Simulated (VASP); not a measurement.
# WC (P3m1) in VASP: notebook, part 2 of 2

VASP 6.6.1.

**3. Single point, PBEsol (atom 1 (W) moved by (+0.000, -0.225) A along y and z)**

Input file INCAR:

```
SYSTEM = WC
PREC = Accurate
ENCUT = 520
EDIFF = 1E-6
ISMEAR = 0
SIGMA = 0.15
LREAL = .False.
LASPH = .True.
NELM = 100
ALGO = Normal
ISIF = 2
LWAVE = .False.
LCHARG = .False.
GGA = PS
NBANDS = 16
```

Input file KPOINTS:

```
Automatic mesh
0
Gamma
  18 18 16
  0 0 0
```

Input file POSCAR:

```
WC
1.0
    2.9005014360      0.0000000000      0.0000000000
   -1.4502507180      2.5119079273      0.0000000000
    0.0000000000      0.0000000000      2.8290000000
W C
1 1
Direct
    0.0000000000      0.0000000000     -0.0795334040
    0.6666666667      0.3333333333      0.5000000000
```

Potentials or basis: VASP PAW PBE potentials, release 64 (W_sv, C).

Run with:

```bash
cat potpaw_PBE.64/W_sv/POTCAR potpaw_PBE.64/C/POTCAR > POTCAR
mpirun -np 1 vasp_std > vasp.out
```

OUTCAR:

```text
SYSTEM = WC
   PREC = Accurate
   ENCUT = 520
   EDIFF = 1E-6
   ISMEAR = 0
   LREAL = .False.
   LASPH = .True.
   NELM = 100
   ISIF = 2
   GGA = PS

 ion  position               nearest neighbor table
   1  0.000  0.000  0.920-   2 2.05   2 2.05   2 2.05   2 2.34   2 2.34   2 2.34
   2  0.667  0.333  0.500-   1 2.05   1 2.05   1 2.05   1 2.34   1 2.34   1 2.34

  LATTYP: Found a hexagonal cell.
 ALAT       =     2.9005014360
 C/A-ratio  =     0.9753485949

  Lattice vectors:

 A1 = (   2.9005014360,   0.0000000000,   0.0000000000)
 A2 = (  -1.4502507180,   2.5119079273,   0.0000000000)
 A3 = (   0.0000000000,   0.0000000000,   2.8290000000)

Analysis of symmetry for initial positions (statically):
=====================================================================
 Subroutine PRICEL returns:
 Original cell was already a primitive cell.

 Routine SETGRP: Setting up the symmetry group for a
 hexagonal supercell.

 Subroutine GETGRP returns: Found  6 space group operations
 (whereof  6 operations were pure point group operations)
 out of a pool of 24 trial point group operations.

The static configuration has the point symmetry C_3v.

Analysis of symmetry for dynamics (positions and initial velocities):
=====================================================================
 Subroutine PRICEL returns:
 Original cell was already a primitive cell.

 Routine SETGRP: Setting up the symmetry group for a
 hexagonal supercell.

 Subroutine GETGRP returns: Found  6 space group operations
 (whereof  6 operations were pure point group operations)
 out of a pool of 24 trial point group operations.

The dynamic configuration has the point symmetry C_3v.

 Subroutine INISYM returns: Found  6 space group operations
 (whereof  6 operations are pure point group operations),
 and found     1 'primitive' translations

----------------------------------------------------------------------------------------

[... 111 lines left out ...]
     AMIX     =   0.40;   BMIX     =  1.00
     AMIX_MAG =   1.60;   BMIX_MAG =  1.00
  volume/ion in A,a.u.               =      10.31        69.55
  Fermi-wavevector in a.u.,A,eV,Ry     =   1.564813  2.957068 33.315762  2.448639
  Thomas-Fermi vector in A             =   2.667381
   LORBIT       =      0    0 simple, 1 ext, 2 COOP (PROOUT), +10 PAW based schemes
   GGA     = PS    functional components
   LHFCALC =     F    Hartree Fock is set to
   AEXX    =    0.0000 exact exchange contribution
   IVDW    =     0    specifies the selected vdW correction
   LEPSILON=     F    determine dielectric tensor
   LRPA    =     F    only Hartree local field effects (RPA)
 non-spin polarized calculation
 Gauss-broadening in eV      SIGMA  =   0.15
  energy-cutoff  :      520.00
  volume of cell :       20.61
 maximum number of plane-waves:       580
 NGX is ok and might be reduce to    24
   NGX = 11   NGY = 11   NGZ = 11

 number of electron      18.0000000 magnetization

 Free energy of the ion-electron system (eV)
  ---------------------------------------------------
  ext. energy  EPLUGINS =         0.00000000
  ---------------------------------------------------
  free energy    TOTEN  =       -23.51670681 eV

  energy without entropy =      -23.51309440  energy(sigma->0) =      -23.51490061

 E-fermi :  11.1480     XC(G=0): -13.9346

 val. band max:       11.1343404786   @ k =   0.1111   0.0556   0.4375
 cond. band min:      11.1516657843   @ k =  -0.0556   0.5000   0.4375
 fundamental gap:      0.0173253057
 Fermi energy:        11.1480171996

 k-point     1 :       0.0000    0.0000    0.0000
  band No.  band energies     occupation
      1     -62.8011      2.00000
      2     -26.8020      2.00000
      3     -26.7244      2.00000
      4     -26.7244      2.00000
      5      -3.4317      2.00000
      6       6.1147      2.00000
[... 433 lines left out ...]
      3     -26.9842      2.00000
      4     -26.6859      2.00000
      5      -0.1039      2.00000
      6       4.1202      2.00000
[... 8 lines left out ...]
     15      25.1345      0.00000
     16      27.7614      0.00000

 [... further k-points ...]

------------------------ aborting loop because EDIFF is reached ----------------------------------------

  FORCE on cell =-STRESS in cart. coord.  units (eV):
  Direction    XX          YY          ZZ          XY          YZ          ZX
  --------------------------------------------------------------------------------------
  -------------------------------------------------------------------------------------
  Total        1.4380207      1.4380207      1.8088555      0.0000000      0.0000000      0.0000000
  in kB      111.7804772    111.7804772    140.6062729      0.0000000      0.0000000      0.0000000
  external PRESSURE =     121.3890758 kB  Pullay stress =       0.0000000 kB

 VOLUME and BASIS-vectors are now :
 -----------------------------------------------------------------------------
  energy-cutoff  :      520.00
  volume of cell :       20.61
      direct lattice vectors                 reciprocal lattice vectors
     2.900501436  0.000000000  0.000000000     0.344767973  0.199051882  0.000000000
    -1.450250718  2.511907927  0.000000000     0.000000000  0.398103764  0.000000000
     0.000000000  0.000000000  2.829000000     0.000000000  0.000000000  0.353481796

 POSITION                                       TOTAL-FORCE (eV/Angst)
 -----------------------------------------------------------------------------------
      0.00000      0.00000      2.60400        -0.000000     -0.000000      3.584674
      1.45025      0.83730      1.41450         0.000000      0.000000     -3.584674
 -----------------------------------------------------------------------------------
    total drift:                               -0.000000      0.000000     -0.000527

  FREE ENERGIE OF THE ION-ELECTRON SYSTEM (eV)
  ---------------------------------------------------
  free  energy   TOTEN  =       -23.5167068119 eV

  energy  without entropy=      -23.5130944034  energy(sigma->0) =      -23.51490061
```

stdout:

```text
POSCAR found type information on POSCAR W C
 POSCAR found :  2 types and       2 ions
 scaLAPACK will be used
 -----------------------------------------------------------------------------
|                                                                             |
|                                                                             |
|     You enforced a specific xc type in the INCAR file but a different       |
|     I HOPE YOU KNOW WHAT YOU ARE DOING!                                     |
|                                                                             |
 -----------------------------------------------------------------------------

 LDA part: xc-table for (Slater+PW92), standard interpolation
 POSCAR, INCAR and KPOINTS ok, starting setup
 FFT: planning ... GRIDC
 FFT: planning ... GRID_SOFT
 FFT: planning ... GRID
 WAVECAR not read
 entering main loop
```

It took 62 s on 1 thread of Intel Xeon Platinum 8488C (Sapphire Rapids), shared host; peak memory 0.28 GiB.

Results:

- Free energy: -23.5167 eV
- Pressure: 12.1 GPa
- Largest force: 3.585 eV/Å
- Band gap on the k mesh: zero (bands 9 and 10 overlap by 1.41 eV)

Forces on the atoms (eV/Å):
```
W    0.000  0.000  3.585
C    0.000  0.000 -3.585
```

Caveat: the cell differs from its parent crystal (atom 1 (W) moved by (+0.000, -0.225) A along y and z); the cell stands under pressure; the PAW data sets were made with another functional, which shifts forces and pressure a little; spin-orbit coupling is left out, which moves the levels of the heavy elements.
